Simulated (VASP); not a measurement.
# Sc3TaO3 (Pm-3m) in VASP: further runs, part 2 of 2

VASP 6.6.1. Earlier steps stand in the parts before.

### 3 Relaxation of cell and atoms, PBE

File INCAR:

```
SYSTEM = Sc3TaO3
ALGO     = Normal         ! electronic algorithm
EDIFF    = 1E-6           ! SCF threshold, eV
EDIFFG   = -0.01          ! ionic threshold
ENCUT    = 600            ! plane-wave cutoff, eV
GGA      = PE             ! functional
IBRION   = 2              ! ionic algorithm
ISIF     = 3              ! what is computed and relaxed
ISMEAR   = 0              ! smearing method
LASPH    = .True.         ! aspherical terms in the spheres
LCHARG   = .False.        ! write CHGCAR
LREAL    = .False.        ! projectors in reciprocal space
LWAVE    = .False.        ! write WAVECAR
NELM     = 100            ! most SCF steps
NSW      = 100            ! ionic steps
PREC     = Accurate       ! precision mode
SIGMA    = 0.1            ! smearing width, eV
```

File KPOINTS:

```
k-points
0
Gamma
  8 8 8
  0 0 0
```

File POSCAR:

```
Sc3TaO3
1.0
    4.4671651170      0.0000000000      0.0000000000
    0.0000000000      4.4671651170      0.0000000000
    0.0000000000      0.0000000000      4.4671651170
Sc Ta O
3 1 3
Direct
    0.0000000000      0.5000000000      0.0000000000
    0.0000000000      0.0000000000      0.5000000000
    0.5000000000      0.0000000000      0.0000000000
    0.5000000000      0.5000000000      0.5000000000
    0.5000000000      0.0000000000      0.5000000000
    0.5000000000      0.5000000000      0.0000000000
    0.0000000000      0.5000000000      0.5000000000
```

Potentials or basis: VASP PAW PBE potentials, release 64 (Sc_sv, Ta_pv, O).

Command:

```
$ cat potpaw_PBE.64/Sc_sv/POTCAR potpaw_PBE.64/Ta_pv/POTCAR potpaw_PBE.64/O/POTCAR > POTCAR
$ mpirun -np 1 vasp_std > vasp.out
```

OUTCAR:

```text
SYSTEM = Sc3TaO3
   EDIFF = 1E-6
   EDIFFG = -0.01
   ENCUT = 600
   GGA = PE
   IBRION = 2
   ISIF = 3
   ISMEAR = 0
   LASPH = .True.
   LREAL = .False.
   NELM = 100
   NSW = 100
   PREC = Accurate

 ion  position               nearest neighbor table
   1  0.000  0.500  0.000-   6 2.23   7 2.23   7 2.23   6 2.23   3 3.16   2 3.16   4 3.16   4 3.16
                             2 3.16   3 3.16   2 3.16   3 3.16   4 3.16   2 3.16   4 3.16   3 3.16
   2  0.000  0.000  0.500-   5 2.23   7 2.23   7 2.23   5 2.23   3 3.16   1 3.16   3 3.16   1 3.16
                             4 3.16   4 3.16   1 3.16   3 3.16   4 3.16   1 3.16   3 3.16   4 3.16
   3  0.500  0.000  0.000-   5 2.23   6 2.23   5 2.23   6 2.23   2 3.16   2 3.16   4 3.16   4 3.16
                             1 3.16   4 3.16   1 3.16   4 3.16   1 3.16   2 3.16   2 3.16   1 3.16
   4  0.500  0.500  0.500-   5 2.23   6 2.23   7 2.23   6 2.23   5 2.23   7 2.23   1 3.16   3 3.16
                             1 3.16   2 3.16   3 3.16   2 3.16   3 3.16   1 3.16   2 3.16   3 3.16
   5  0.500  0.000  0.500-   2 2.23   3 2.23   4 2.23   3 2.23   4 2.23   2 2.23
   6  0.500  0.500  0.000-   1 2.23   3 2.23   4 2.23   4 2.23   3 2.23   1 2.23
[... 288 lines left out ...]

 E-fermi :   7.1824     XC(G=0): -11.8446

 val. band max:        7.1814190350   @ k =   0.3750   0.2500   0.1250
 cond. band min:       7.1829547267   @ k =   0.5000   0.2500   0.2500
 fundamental gap:      0.0015356918
 Fermi energy:         7.1824163660

 k-point     1 :       0.0000    0.0000    0.0000
  band No.  band energies     occupation
      1     -42.3935      2.00000
      2     -42.2941      2.00000
      3     -42.2941      2.00000
      4     -28.7984      2.00000
      5     -28.7984      2.00000
      6     -28.7984      2.00000
[... 949 lines left out ...]
     36       9.0944      0.00000
     37       9.2615      0.00000

 [... further k-points ...]
[... 5 lines left out ...]
  --------------------------------------------------------------------------------------
  -------------------------------------------------------------------------------------
  Total        0.0029921      0.0029921      0.0029921      0.0000000      0.0000000     -0.0000000
  in kB        0.0536439      0.0536439      0.0536439      0.0000000      0.0000000     -0.0000000
  external PRESSURE =       0.0536439 kB  Pullay stress =       0.0000000 kB
[... 22 lines left out ...]
  FREE ENERGIE OF THE ION-ELECTRON SYSTEM (eV)
  ---------------------------------------------------
  free  energy   TOTEN  =       -59.0413280606 eV

  energy  without entropy=      -59.0022213183  energy(sigma->0) =      -59.02177469

 reached required accuracy - stopping structural energy minimisation
```

OSZICAR:

```text
N       E                     dE             d eps       ncg     rms          rms(c)
DAV:   1     0.119684847220E+04    0.11968E+04   -0.32472E+04  2598   0.211E+03
DAV:   2     0.121460460804E+03   -0.10754E+04   -0.10612E+04  3174   0.753E+02
DAV:   3    -0.531390235057E+02   -0.17460E+03   -0.17030E+03  4200   0.306E+02
DAV:   4    -0.665902775792E+02   -0.13451E+02   -0.13078E+02  4188   0.807E+01
[... 23 lines left out ...]
DAV:   3    -0.590413360188E+02    0.32606E-03   -0.12993E-03  3554   0.346E-01    0.465E-02
DAV:   4    -0.590413284679E+02    0.75508E-05   -0.15033E-04  3922   0.813E-02    0.327E-02
DAV:   5    -0.590413242994E+02    0.41686E-05   -0.34881E-05  4180   0.405E-02    0.180E-02
DAV:   6    -0.590413277081E+02   -0.34087E-05   -0.50237E-06  2786   0.193E-02    0.298E-03
DAV:   7    -0.590413280606E+02   -0.35257E-06   -0.56292E-07  1725   0.880E-03
   3 F= -.59041328E+02 E0= -.59021775E+02  d E =-.278706E-03
```

CONTCAR:

```text
Sc3TaO3
   1.00000000000000
     4.4708143044994548    0.0000000000000000    0.0000000000000000
    -0.0000000000000000    4.4708143044994548    0.0000000000000000
     0.0000000000000000    0.0000000000000000    4.4708143044994548
  Sc              Ta              O
     3     1     3
Direct
     0.0000000000000000    0.5000000000000000    0.0000000000000000
     0.0000000000000000    0.0000000000000000    0.5000000000000000
     0.5000000000000000    0.0000000000000000    0.0000000000000000
     0.5000000000000000    0.5000000000000000    0.5000000000000000
     0.5000000000000000    0.0000000000000000    0.5000000000000000
     0.5000000000000000    0.5000000000000000    0.0000000000000000
     0.0000000000000000    0.5000000000000000    0.5000000000000000

  0.00000000E+00  0.00000000E+00  0.00000000E+00
  0.00000000E+00  0.00000000E+00  0.00000000E+00
  0.00000000E+00  0.00000000E+00  0.00000000E+00
  0.00000000E+00  0.00000000E+00  0.00000000E+00
  0.00000000E+00  0.00000000E+00  0.00000000E+00
  0.00000000E+00  0.00000000E+00  0.00000000E+00
  0.00000000E+00  0.00000000E+00  0.00000000E+00
```

It took 4 min on 1 thread of Intel Xeon Platinum 8259CL at 2.50GHz (Skylake/Cascade Lake), shared host; peak memory 0.3 GiB.

What came out:

| Quantity | Value |
| --- | --- |
| Free energy | -59.0413 eV |
| Relaxed volume | 12.77 Å³/atom |
| Relaxed cell | a = 4.471 Å, b = 4.471 Å, c = 4.471 Å, α = 90.00°, β = 90.00°, γ = 90.00° |
| Space group after relaxing (to 0.05 Å) | Pm-3m (No. 221) |
| Energy gained by relaxing | 0.0 meV/atom |
| Ionic steps | 3 |
| Pressure after relaxing | 0.0 GPa |
| Band gap on the k mesh | zero (band 31 reaches 7.42 eV, above the bottom of band 32 at 6.84 eV) |

Step by step:
```tsv
step	energy change (eV)	largest force (eV/Å)	pressure (GPa)	volume (Å³)
1	0.0000	0.0000	0.43	89.14
2	0.0000	0.0000	-0.42	89.59
3	-0.0003	0.0000	0.01	89.36
```

Final structure:
```cif
data_structure
_symmetry_space_group_name_H-M 'P 1'
_symmetry_Int_Tables_number 1
_cell_length_a 4.4708
_cell_length_b 4.4708
_cell_length_c 4.4708
_cell_angle_alpha 90.000
_cell_angle_beta 90.000
_cell_angle_gamma 90.000
_cell_volume 89.36
loop_
_atom_site_label
_atom_site_type_symbol
_atom_site_fract_x
_atom_site_fract_y
_atom_site_fract_z
_atom_site_occupancy
Sc1 Sc 0.00000 0.50000 0.00000 1
Sc2 Sc 0.00000 0.00000 0.50000 1
Sc3 Sc 0.50000 0.00000 0.00000 1
Ta1 Ta 0.50000 0.50000 0.50000 1
O1 O 0.50000 0.00000 0.50000 1
O2 O 0.50000 0.50000 0.00000 1
O3 O 0.00000 0.50000 0.50000 1
```

Caveat: spin-orbit coupling is left out, which moves the levels of the heavy elements.

### 4 Single point, PBE

File INCAR:

```
ALGO = Normal ; EDIFF = 1E-6
ENCUT = 520 ; GGA = PE
ISIF = 2 ; ISMEAR = 0
LASPH = True ; LCHARG = False
LREAL = False ; LWAVE = False
NBANDS = 40 ; NELM = 100
PREC = Accurate ; SIGMA = 0.1
```

File KPOINTS:

```
k-points
0
Gamma
  8 8 8
```

POSCAR: that of step 3 with these lines changed.

```diff
@@ -2,5 +2,5 @@
 1.0
-    4.4671651170      0.0000000000      0.0000000000
-    0.0000000000      4.4671651170      0.0000000000
-    0.0000000000      0.0000000000      4.4671651170
+    4.4655303322      0.0000000000      0.0000000000
+    0.0000000000      4.4655303322      0.0000000000
+    0.0000000000      0.0000000000      4.4655303322
 Sc Ta O
```

Command:

```
$ cat potpaw_PBE.64/Sc_sv/POTCAR potpaw_PBE.64/Ta_pv/POTCAR potpaw_PBE.64/O/POTCAR > POTCAR
$ mpirun -np 1 vasp_std > vasp.out
```

It took 1.9 min on 1 thread of Intel Xeon Platinum 8259CL at 2.50GHz (Skylake/Cascade Lake), shared host; peak memory 0.27 GiB.

The run converged. Its results:

```yaml
Free_energy: -59.0315 eV
Pressure: 0.7 GPa
Band_gap_on_the_k_mesh: zero (band 31 reaches 7.46 eV, above the bottom of band 32 at 6.88 eV)
```

Levels at points of the mesh, in eV from the Fermi level:
```csv
k point,band 29,band 30,band 31,band 32,band 33,band 34
"(0.00, 0.00, 0.00)",-2.84,-2.84,-2.84,0.52,0.52,0.52
"(0.50, 0.00, 0.00)",-2.15,-0.47,-0.34,-0.34,0.67,1.17
"(0.50, 0.50, 0.00)",-0.39,0.24,0.24,0.29,0.29,1.20
"(0.50, 0.50, 0.50)",-0.21,-0.21,-0.07,1.58,1.58,1.58
```

Caveat: spin-orbit coupling is left out, which moves the levels of the heavy elements.
